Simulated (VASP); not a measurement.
# Be3CdSe4 (Immm) in VASP: single point with PBE

Aim: the single point of Be3CdSe4 with PBE.

Program: VASP 6.6.1. These are calculated values, not measurements. Logs are shortened: lines on timing, memory, paths and dates and some standing lists are left out, and cuts for length are marked.

## (1) The cell of the first run

Symmetry: Immm, No. 71, orthorhombic system. The conventional cell has a = 5.253 Å, b = 7.243 Å, c = 9.203 Å, α = 90.00°, β = 90.00°, γ = 90.00°. Within 2.8 Å of Be (site symmetry mm2) lie 2 Se at 2.11 Å and 1 Be at 2.15 Å. Within 3.3 Å of Be (site symmetry mmm) lie 4 Se at 2.49 Å and 2 Cd at 2.63 Å. Cd (site symmetry mmm) has 2 Be at 2.63 Å and 4 Se at 3.37 Å within 3.5 Å. Se (site symmetry m) has 2 Be at 2.11 to 2.49 Å and 2 Se at 2.79 Å within 2.8 Å.

## (2) Single point, PBE

INCAR reads:

```
SYSTEM = Be3CdSe4
PREC = Accurate
ENCUT = 600
EDIFF = 1E-6
ISMEAR = 0
SIGMA = 0.15
LREAL = .FALSE.
LASPH = .TRUE.
NELM = 120
ALGO = Normal
ISIF = 2
LWAVE = .FALSE.
LCHARG = .FALSE.
GGA = PE
NBANDS = 31
GGA_COMPAT = .FALSE.
```

KPOINTS reads:

```
regular mesh
0
G
  3 3 3
  0 0 0
```

POSCAR reads:

```
Be3CdSe4
1.0
   -2.6264629277      4.6016217362      3.6213020289
    2.6264629277     -4.6016217362      3.6213020289
    2.6264629277      4.6016217362     -3.6213020289
Be Cd Se
3 1 4
Direct
    0.3834316518      0.5000000000      0.8834316518
    0.6165683482      0.5000000000      0.1165683482
    0.0000000000      0.0000000000      0.0000000000
    0.0000000000      0.5000000000      0.5000000000
    1.0281225155      0.2299663027      0.7981562128
    0.5681899101      0.7700336973      0.7981562128
   -0.0281225155      0.7700336973      0.2018437872
    0.4318100899      0.2299663027      0.2018437872
```

Potentials or basis: VASP PAW PBE potentials, release 64 (Be, Cd, Se).

Run with:

```sh
cat potpaw_PBE.64/Be/POTCAR potpaw_PBE.64/Cd/POTCAR potpaw_PBE.64/Se/POTCAR > POTCAR
mpirun -np 1 vasp_std > vasp.out
```

OUTCAR:

```text
SYSTEM = Be3CdSe4
   PREC = Accurate
   ENCUT = 600
   EDIFF = 1E-6
   ISMEAR = 0
   LREAL = .FALSE.
   LASPH = .TRUE.
   NELM = 120
   ISIF = 2
   GGA = PE

 ion  position               nearest neighbor table
   1  0.383  0.500  0.883-   5 2.11   6 2.11   2 2.15
   2  0.617  0.500  0.117-   7 2.11   8 2.11   1 2.15
   3  0.000  0.000  0.000-   5 2.49   6 2.49   7 2.49   8 2.49   4 2.63   4 2.63
   4  0.000  0.500  0.500-   3 2.63   3 2.63
   5  0.028  0.230  0.798-   1 2.11   3 2.49   7 2.79   7 2.79
   6  0.568  0.770  0.798-   1 2.11   3 2.49   8 2.79   8 2.79
   7  0.972  0.770  0.202-   2 2.11   3 2.49   5 2.79   5 2.79
   8  0.432  0.230  0.202-   2 2.11   3 2.49   6 2.79   6 2.79

  LATTYP: Found a body centered orthorhombic cell.
 ALAT       =     5.2529258554
 B/A-ratio  =     1.3787752306
 C/A-ratio  =     1.7520223445

  Lattice vectors:

 A1 = (   2.6264629277,  -4.6016217362,  -3.6213020289)
 A2 = (  -2.6264629277,  -4.6016217362,   3.6213020289)
 A3 = (  -2.6264629277,   4.6016217362,  -3.6213020289)

Analysis of symmetry for initial positions (statically):
=====================================================================
 Subroutine PRICEL returns:
 Original cell was already a primitive cell.

 Routine SETGRP: Setting up the symmetry group for a
 body centered orthorhombic supercell.

 Subroutine GETGRP returns: Found  8 space group operations
 (whereof  8 operations were pure point group operations)
 out of a pool of  8 trial point group operations.

The static configuration has the point symmetry D_2h.

Analysis of symmetry for dynamics (positions and initial velocities):
=====================================================================
 Subroutine PRICEL returns:
 Original cell was already a primitive cell.

 Routine SETGRP: Setting up the symmetry group for a
 body centered orthorhombic supercell.

 Subroutine GETGRP returns: Found  8 space group operations
 (whereof  8 operations were pure point group operations)
 out of a pool of  8 trial point group operations.

The dynamic configuration has the point symmetry D_2h.

 Subroutine INISYM returns: Found  8 space group operations
 (whereof  8 operations are pure point group operations),
 and found     1 'primitive' translations

----------------------------------------------------------------------------------------

                                     Primitive cell

  volume of cell :     175.0681

  direct lattice vectors                    reciprocal lattice vectors
    -2.626462928  4.601621736  3.621302029     0.000000000  0.108657345  0.138071886
     2.626462928 -4.601621736  3.621302029     0.190370096  0.000000000  0.138071886
     2.626462928  4.601621736 -3.621302029     0.190370096  0.108657345  0.000000000

  length of vectors
     6.417714429  6.417714429  6.417714429     0.175699358  0.235169341  0.219196697

  position of ions in fractional coordinates (direct lattice)
     0.383431652  0.500000000  0.883431652
     0.616568348  0.500000000  0.116568348
     0.000000000  0.000000000  0.000000000
     0.000000000  0.500000000  0.500000000
     0.028122516  0.229966303  0.798156213
     0.568189910  0.770033697  0.798156213
     0.971877484  0.770033697  0.201843787
     0.431810090  0.229966303  0.201843787

  ion indices of the primitive-cell ions
   primitive index   ion index
                 1           1
                 2           2
                 3           3
                 4           4
                 5           5
                 6           6
                 7           7
                 8           8

----------------------------------------------------------------------------------------

 KPOINTS: regular mesh

Automatic generation of k-mesh.
 Grid dimensions read from file:
 generate k-points for:    3    3    3

 Generating k-lattice:

  Cartesian coordinates                     Fractional coordinates (reciprocal lattice)
     0.000000000  0.036219115  0.046023962     0.333333333  0.000000000  0.000000000
     0.063456699  0.000000000  0.046023962    -0.000000000  0.333333333  0.000000000
     0.063456699  0.036219115  0.000000000    -0.000000000  0.000000000  0.333333333

  Length of vectors
     0.058566453  0.078389780  0.073065566

  Shift w.r.t. Gamma in fractional coordinates (k-lattice)
     0.000000000  0.000000000  0.000000000

 Subroutine IBZKPT returns following result:
 ===========================================

 Found      8 irreducible k-points:

 Following reciprocal coordinates:
            Coordinates               Weight
  0.000000  0.000000  0.000000      1.000000
  0.333333  0.000000 -0.000000      4.000000
  0.000000  0.333333 -0.000000      4.000000
  0.333333  0.333333 -0.000000      8.000000
 -0.333333  0.333333 -0.000000      4.000000
 -0.333333  0.333333  0.333333      2.000000
  0.333333 -0.333333  0.333333      2.000000
 -0.333333 -0.333333  0.333333      2.000000
   k-points           NKPTS =      8   k-points in BZ     NKDIM =      8   number of bands    NBANDS=     31
   number of dos      NEDOS =    301   number of ions     NIONS =      8
   total plane-waves  NPLWV = 157464
   dimension x,y,z NGX =    54 NGY =   54 NGZ =   54
   dimension x,y,z NGXF=   108 NGYF=  108 NGZF=  108
   ions per type =               3   1   4
   NGX,Y,Z   is equivalent  to a cutoff of  13.99, 13.99, 13.99 a.u.
   NGXF,Y,Z  is equivalent  to a cutoff of  27.98, 27.98, 27.98 a.u.
 SYSTEM =  Be3CdSe4
   PREC   = accura    normal or accurate (medium, high low for compatibility)
   ISTART =      0    job   : 0-new  1-cont  2-samecut
   ICHARG =      2    charge: 1-file 2-atom 10-const
   ISPIN  =      1    spin polarized calculation?
   LNONCOLLINEAR =      F non collinear calculations
   LSORBIT =      F    spin-orbit coupling
   LASPH  =      T    aspherical Exc in radial PAW
   ENCUT  =  600.0 eV  44.10 Ry    6.64 a.u.  12.82 12.82 12.82*2*pi/ulx,y,z
   NELM   =    120;   NELMIN=  2; NELMDL= -5     # of ELM steps
   EDIFF  = 0.1E-05   stopping-criterion for ELM
   LREAL  =      F    real-space projection
   EDIFFG = 0.1E-04   stopping-criterion for IOM
   NSW    =      0    number of steps for IOM
   IBRION =     -1    ionic relax: 0-MD 1-quasi-New 2-CG
   NFREE  =      0    steps in history (QN), initial steepest desc. (CG)
   ISIF   =      2    stress and relaxation
   ISYM   =      2    0-nonsym 1-usesym 2-fastsym
   POTIM  = 0.5000    time-step for ionic-motion
   TEBEG  =    0.0;   TEEND  =   0.0 temperature during run
   PSTRESS=    0.0 pullay stress
   NELECT =      42.0000    total number of electrons
   NUPDOWN=      -1.0000    fix difference up-down
   EMIN   =  10.00;   EMAX   =-10.00  energy-range for DOS
   EFERMI =   0.00;   METHOD = LEGACY
   ISMEAR =     0;   SIGMA  =   0.15  broadening in eV -4-tet -1-fermi 0-gaus
   EFERMI_NEDOS =   21; number of points for ismear=-14 and -15
   IALGO  =     38    algorithm
   IMIX   =      4    mixing-type and parameters
     AMIX     =   0.40;   BMIX     =  1.00
     AMIX_MAG =   1.60;   BMIX_MAG =  1.00
  volume/ion in A,a.u.               =      21.88       147.68
  Fermi-wavevector in a.u.,A,eV,Ry     =   1.017237  1.922300 14.078925  1.034772
  Thomas-Fermi vector in A             =   2.150627
   LORBIT       =      0    0 simple, 1 ext, 2 COOP (PROOUT), +10 PAW based schemes
   GGA     = PE    functional components
   LHFCALC =     F    Hartree Fock is set to
   AEXX    =    0.0000 exact exchange contribution
   IVDW    =     0    specifies the selected vdW correction
   LEPSILON=     F    determine dielectric tensor
   LRPA    =     F    only Hartree local field effects (RPA)
 non-spin polarized calculation
 Gauss-broadening in eV      SIGMA  =   0.15
  energy-cutoff  :      600.00
  volume of cell :      175.07
 maximum number of plane-waves:      5879
 NGX is ok and might be reduce to    54
   NGX = 25   NGY = 25   NGZ = 25

 number of electron      42.0000004 magnetization

 Free energy of the ion-electron system (eV)
  ---------------------------------------------------
  ext. energy  EPLUGINS =         0.00000000
  ---------------------------------------------------
  free energy    TOTEN  =       -24.92586495 eV

  energy without entropy =      -24.90150529  energy(sigma->0) =      -24.91368512

 E-fermi :   2.8416     XC(G=0):  -8.9100

 val. band max:        2.7394030675   @ k =   0.3333   0.3333  -0.0000
 cond. band min:       2.9415743164   @ k =  -0.3333   0.3333   0.3333
 fundamental gap:      0.2021712489
 Fermi energy:         2.8415500009

 k-point     1 :       0.0000    0.0000    0.0000
  band No.  band energies     occupation
      1     -11.9205      2.00000
      2     -11.1525      2.00000
      3      -9.4254      2.00000
      4      -9.2641      2.00000
      5      -5.5127      2.00000
      6      -5.2957      2.00000
[... 23 lines left out ...]
     30       8.6707      0.00000
     31       8.7246      0.00000

 k-point     2 :       0.3333    0.0000   -0.0000
  band No.  band energies     occupation
      1     -11.7467      2.00000
      2     -11.3635      2.00000
      3      -9.3898      2.00000
      4      -9.3114      2.00000
      5      -5.4547      2.00000
      6      -5.2847      2.00000
[... 23 lines left out ...]
     30       7.7145      0.00000
     31       8.1611      0.00000

 k-point     3 :       0.0000    0.3333   -0.0000
  band No.  band energies     occupation
      1     -11.3840      2.00000
      2     -10.8876      2.00000
      3     -10.0803      2.00000
      4     -10.0511      2.00000
      5      -5.4377      2.00000
      6      -5.2739      2.00000
[... 23 lines left out ...]
     30       8.2059      0.00000
     31       8.7860      0.00000

 k-point     4 :       0.3333    0.3333   -0.0000
  band No.  band energies     occupation
      1     -11.2217      2.00000
      2     -11.0631      2.00000
      3     -10.2576      2.00000
      4      -9.8574      2.00000
      5      -5.4205      2.00000
      6      -5.2678      2.00000
[... 23 lines left out ...]
     30       8.4094      0.00000
     31       8.5487      0.00000

 k-point     5 :      -0.3333    0.3333   -0.0000
  band No.  band energies     occupation
      1     -11.4518      2.00000
      2     -10.7961      2.00000
      3     -10.2480      2.00000
      4      -9.8590      2.00000
      5      -5.4412      2.00000
      6      -5.2690      2.00000
[... 23 lines left out ...]
     30       8.4277      0.00000
     31       8.4498      0.00000

 k-point     6 :      -0.3333    0.3333    0.3333
  band No.  band energies     occupation
      1     -11.2628      2.00000
      2     -10.9491      2.00000
      3     -10.4709      2.00000
      4      -9.6598      2.00000
      5      -5.4066      2.00000
      6      -5.2675      2.00000
[... 23 lines left out ...]
     30       7.9340      0.00000
     31       8.1787      0.00000

 k-point     7 :       0.3333   -0.3333    0.3333
  band No.  band energies     occupation
      1     -11.7527      2.00000
      2     -11.3091      2.00000
      3      -9.6982      2.00000
      4      -9.0019      2.00000
      5      -5.4195      2.00000
      6      -5.2654      2.00000
[... 23 lines left out ...]
     30       7.0877      0.00000
     31       8.8099      0.00000

 k-point     8 :      -0.3333   -0.3333    0.3333
  band No.  band energies     occupation
      1     -11.5699      2.00000
      2     -11.5177      2.00000
      3      -9.6670      2.00000
      4      -9.0525      2.00000
      5      -5.4128      2.00000
      6      -5.2638      2.00000
[... 23 lines left out ...]
     30       7.7016      0.00000
     31       8.1273      0.00000

------------------------ aborting loop because EDIFF is reached ----------------------------------------

  FORCE on cell =-STRESS in cart. coord.  units (eV):
  Direction    XX          YY          ZZ          XY          YZ          ZX
  --------------------------------------------------------------------------------------
  -------------------------------------------------------------------------------------
  Total        0.0814930      0.3524686      0.0055231      0.0000000      0.0000000      0.0000000
  in kB        0.7458031      3.2257006      0.0505457      0.0000000      0.0000000      0.0000000
  external PRESSURE =       1.3406832 kB  Pullay stress =       0.0000000 kB

 VOLUME and BASIS-vectors are now :
 -----------------------------------------------------------------------------
  energy-cutoff  :      600.00
  volume of cell :      175.07
      direct lattice vectors                 reciprocal lattice vectors
    -2.626462928  4.601621736  3.621302029     0.000000000  0.108657345  0.138071886
     2.626462928 -4.601621736  3.621302029     0.190370096  0.000000000  0.138071886
     2.626462928  4.601621736 -3.621302029     0.190370096  0.108657345  0.000000000

 POSITION                                       TOTAL-FORCE (eV/Angst)
 -----------------------------------------------------------------------------------
      2.62646      3.52881      0.00000         0.000000     -0.050178     -0.000000
     -0.00000      1.07281      3.62130        -0.000000      0.050178      0.000000
      0.00000      0.00000      0.00000         0.000000     -0.000000      0.000000
      2.62646      0.00000      0.00000         0.000000     -0.000000      0.000000
      2.62646      2.74400     -1.95575        -0.000000      0.036196     -0.001665
      2.62646      2.74400      1.95575        -0.000000      0.036196      0.001665
      0.00000      1.85762      5.57705         0.000000     -0.036196      0.001665
      0.00000      1.85762      1.66555         0.000000     -0.036196     -0.001665
 -----------------------------------------------------------------------------------
    total drift:                               -0.000000      0.000000      0.000000

  FREE ENERGIE OF THE ION-ELECTRON SYSTEM (eV)
  ---------------------------------------------------
  free  energy   TOTEN  =       -24.9258649457 eV

  energy  without entropy=      -24.9015052922  energy(sigma->0) =      -24.91368512
```

It took 66 s on 1 thread of Intel Xeon 6975P-C (Granite Rapids), shared host; peak memory 0.41 GiB.

What came out:

| Quantity | Value |
| --- | --- |
| Free energy | -24.9259 eV |
| Pressure | 0.1 GPa |
| Largest force | 0.050 eV/Å |
| Band gap on the k mesh | zero (band 21 reaches 2.74 eV, above the bottom of band 22 at 2.52 eV) |

Forces on the atoms (eV/Å):
```
Be   0.000 -0.050  0.000
Be   0.000  0.050  0.000
Be   0.000  0.000  0.000
Cd   0.000  0.000  0.000
Se   0.000  0.036 -0.002
Se   0.000  0.036  0.002
Se   0.000 -0.036  0.002
Se   0.000 -0.036 -0.002
```

Stress tensor (GPa, compression positive):
```
0.07 0.00 0.00
0.00 0.32 0.00
0.00 0.00 0.01
```

Levels at points of the mesh, in eV from the Fermi level:
```csv
k point,band 18,band 19,band 20,band 21,band 22,band 23,band 24,band 25
"(0.00, 0.00, 0.00)",-2.20,-1.65,-1.43,-0.86,-0.32,0.61,1.83,3.03
```

Caveat: the k points lie up to 0.49 Å⁻¹ apart.
